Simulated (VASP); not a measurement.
# BaF2 (Fm-3m) in VASP: single point with PBE

Aim: the single point of BaF2 with PBE.

All numbers are computed with VASP 6.6.1; they aren't measurements. Logs are shortened: lines on timing, memory, paths and dates and some standing lists are left out, and cuts for length are marked.

### Step 1. The cell of the first run

The structure is cubic, space group Fm-3m (No. 225). Conventional cell: a = 6.246 Å, b = 6.246 Å, c = 6.246 Å, α = 90.00°, β = 90.00°, γ = 90.00°. Ba (site symmetry m-3m) has 8 F at 2.70 Å within 3.6 Å. Within 3.6 Å of F (site symmetry -43m) lie 4 Ba at 2.70 Å and 6 F at 3.12 Å.

### Step 2. Single point, PBE, non-collinear spin, zero start, spin-orbit coupling

INCAR

```
PREC = Accurate
ENCUT = 600
EDIFF = 1E-6
ISMEAR = 0
SIGMA = 0.02
LREAL = F
LASPH = T
NELM = 200
ALGO = Normal
ISIF = 2
LWAVE = F
LCHARG = F
LNONCOLLINEAR = T
MAGMOM = 0 0 0 0 0 0 0 0 0
LORBIT = 11
LSORBIT = T
GGA_COMPAT = F
LORBMOM = T
GGA = PE
NBANDS = 37
```

KPOINTS

```
Automatic mesh
0
Gamma
  6 6 6
```

POSCAR

```
BaF2
1.0
    0.0000000000      3.1230009549      3.1230009549
    3.1230009549      0.0000000000      3.1230009549
    3.1230009549      3.1230009549      0.0000000000
Ba F
1 2
Direct
    0.0000000000      0.0000000000      0.0000000000
    0.2500000000      0.2500000000      0.2500000000
    0.7500000000      0.7500000000      0.7500000000
```

Potentials or basis: VASP PAW PBE potentials, release 64 (Ba_sv, F).

Command:

```
cat potpaw_PBE.64/Ba_sv/POTCAR potpaw_PBE.64/F/POTCAR > POTCAR
mpirun -np 1 vasp_ncl > vasp.out
```

OUTCAR:

```text
PREC = Accurate
   ENCUT = 600
   EDIFF = 1E-6
   ISMEAR = 0
   LREAL = F
   LASPH = T
   NELM = 200
   ISIF = 2
   LNONCOLLINEAR = T
   LORBIT = 11
   LSORBIT = T
   GGA = PE

 ion  position               nearest neighbor table
   1  0.000  0.000  0.000-   3 2.70   3 2.70   3 2.70   2 2.70   3 2.70   2 2.70   2 2.70   2 2.70

   2  0.250  0.250  0.250-   1 2.70   1 2.70   1 2.70   1 2.70
   3  0.750  0.750  0.750-   1 2.70   1 2.70   1 2.70   1 2.70

  LATTYP: Found a face centered cubic cell.
 ALAT       =     6.2460019098

  Lattice vectors:

 A1 = (   0.0000000000,   3.1230009549,   3.1230009549)
 A2 = (   3.1230009549,   0.0000000000,   3.1230009549)
 A3 = (   3.1230009549,   3.1230009549,   0.0000000000)

Analysis of symmetry for initial positions (statically):
=====================================================================
 Subroutine PRICEL returns:
 Original cell was already a primitive cell.

 Routine SETGRP: Setting up the symmetry group for a
 face centered cubic supercell.

 Subroutine GETGRP returns: Found 48 space group operations
 (whereof 48 operations were pure point group operations)
 out of a pool of 48 trial point group operations.

The static configuration has the point symmetry O_h .

Analysis of symmetry for dynamics (positions and initial velocities):
=====================================================================
 Subroutine PRICEL returns:
 Original cell was already a primitive cell.

 Routine SETGRP: Setting up the symmetry group for a
 face centered cubic supercell.

 Subroutine GETGRP returns: Found 48 space group operations
 (whereof 48 operations were pure point group operations)
 out of a pool of 48 trial point group operations.

The dynamic configuration has the point symmetry O_h .

Analysis of structural, dynamic, and magnetic symmetry:
=====================================================================
 Subroutine PRICEL returns:
 Original cell was already a primitive cell.

 Routine SETGRP: Setting up the symmetry group for a
 face centered cubic supercell.

 Subroutine GETGRP returns: Found 48 space group operations
 (whereof 48 operations were pure point group operations)
 out of a pool of 48 trial point group operations.
[... 795 lines left out ...]

 POSITION                                       TOTAL-FORCE (eV/Angst)
 -----------------------------------------------------------------------------------
      0.00000      0.00000      0.00000         0.000000      0.000000     -0.000000
      1.56150      1.56150      1.56150        -0.000000     -0.000000      0.000000
      4.68450      4.68450      4.68450        -0.000000      0.000000     -0.000000
 -----------------------------------------------------------------------------------
    total drift:                                0.000000      0.000000      0.000000

  FREE ENERGIE OF THE ION-ELECTRON SYSTEM (eV)
  ---------------------------------------------------
  free  energy   TOTEN  =       -17.3192183952 eV

  energy  without entropy=      -17.3192183952  energy(sigma->0) =      -17.31921840

 orbital moment (x)

 # of ion     p       d       tot
 ----------------------------------------
  1         0.000  -0.000  -0.000
  2        -0.000   0.000  -0.000
  3         0.000   0.000   0.000
 ----------------------------------------
           -0.000  -0.000  -0.000

 orbital moment (y)

 # of ion     p       d       tot
 ----------------------------------------
  1        -0.000  -0.000  -0.000
  2        -0.000   0.000  -0.000
  3         0.000   0.000   0.000
 ----------------------------------------
           -0.000  -0.000  -0.000

 orbital moment (z)

 # of ion     p       d       tot
 ----------------------------------------
  1         0.000   0.000   0.000
  2         0.000   0.000   0.000
  3         0.000   0.000   0.000
 ----------------------------------------
            0.000   0.000   0.000

 Spin-Orbit-Coupling matrix elements

 Ion:    1  E_soc:     -0.3816611
 l=   1
     0.0000000    -0.0635103    -0.0635103
    -0.0635103     0.0000000    -0.0635103
    -0.0635103    -0.0635103     0.0000000
 l=   2
     0.0000000    -0.0000293     0.0000000    -0.0000293    -0.0000706
    -0.0000293     0.0000000    -0.0000530    -0.0000293    -0.0000177
     0.0000000    -0.0000530     0.0000000    -0.0000530     0.0000000
    -0.0000293    -0.0000293    -0.0000530     0.0000000    -0.0000177
    -0.0000706    -0.0000177     0.0000000    -0.0000177     0.0000000
 l=   3
     0.0000000     0.0000000     0.0000000     0.0000000     0.0000000     0.0000000     0.0000000
     0.0000000     0.0000000     0.0000000     0.0000000     0.0000000     0.0000000     0.0000000
     0.0000000     0.0000000     0.0000000     0.0000000     0.0000000     0.0000000     0.0000000
     0.0000000     0.0000000     0.0000000     0.0000000     0.0000000     0.0000000     0.0000000
[... 29 lines left out ...]
 l=   2
     0.0000000     0.0000000     0.0000000     0.0000000     0.0000000
     0.0000000     0.0000000     0.0000000     0.0000000     0.0000000
     0.0000000     0.0000000     0.0000000     0.0000000     0.0000000
     0.0000000     0.0000000     0.0000000     0.0000000     0.0000000
     0.0000000     0.0000000     0.0000000     0.0000000     0.0000000
 l=   3
     0.0000000     0.0000000     0.0000000     0.0000000     0.0000000     0.0000000     0.0000000
     0.0000000     0.0000000     0.0000000     0.0000000     0.0000000     0.0000000     0.0000000
     0.0000000     0.0000000     0.0000000     0.0000000     0.0000000     0.0000000     0.0000000
     0.0000000     0.0000000     0.0000000     0.0000000     0.0000000     0.0000000     0.0000000
     0.0000000     0.0000000     0.0000000     0.0000000     0.0000000     0.0000000     0.0000000
     0.0000000     0.0000000     0.0000000     0.0000000     0.0000000     0.0000000     0.0000000
     0.0000000     0.0000000     0.0000000     0.0000000     0.0000000     0.0000000     0.0000000

 total charge

# of ion       s       p       d       tot
------------------------------------------
    1        1.998   5.646   0.220   7.864
    2        1.730   4.360   0.000   6.090
    3        1.730   4.360   0.000   6.090
--------------------------------------------------
tot          5.457  14.367   0.220  20.044

 magnetization (x)

# of ion       s       p       d       tot
------------------------------------------
    1        0.000   0.000   0.000   0.000
    2        0.000   0.000   0.000   0.000
    3       -0.000   0.000   0.000   0.000
--------------------------------------------------
tot         -0.000   0.000   0.000   0.000

 magnetization (y)

# of ion       s       p       d       tot
------------------------------------------
    1        0.000   0.000   0.000   0.000
    2        0.000   0.000   0.000   0.000
    3       -0.000   0.000   0.000  -0.000
--------------------------------------------------
tot         -0.000   0.000   0.000  -0.000

 magnetization (z)

# of ion       s       p       d       tot
------------------------------------------
    1        0.000  -0.000   0.000   0.000
    2        0.000   0.000   0.000   0.000
    3        0.000   0.000   0.000   0.000
--------------------------------------------------
tot          0.000  -0.000   0.000   0.000
```

Run time: 2 min. Hardware: 1 thread of Intel Xeon Platinum 8124M at 3.00GHz (Skylake/Cascade Lake), shared host; peak memory 0.41 GiB.

What came out:

```
Free energy                                           : -17.3192 eV
Pressure                                              : 0.9 GPa
Net moment                                            : 0.00 μB per cell
Valence electrons inside the program's atomic spheres : Ba 7.86; F 6.09
```

Moments on the atoms (μB; x, y, z):
```
Ba  0.00 0.00 0.00
F   0.00 0.00 0.00
F   0.00 0.00 0.00
```
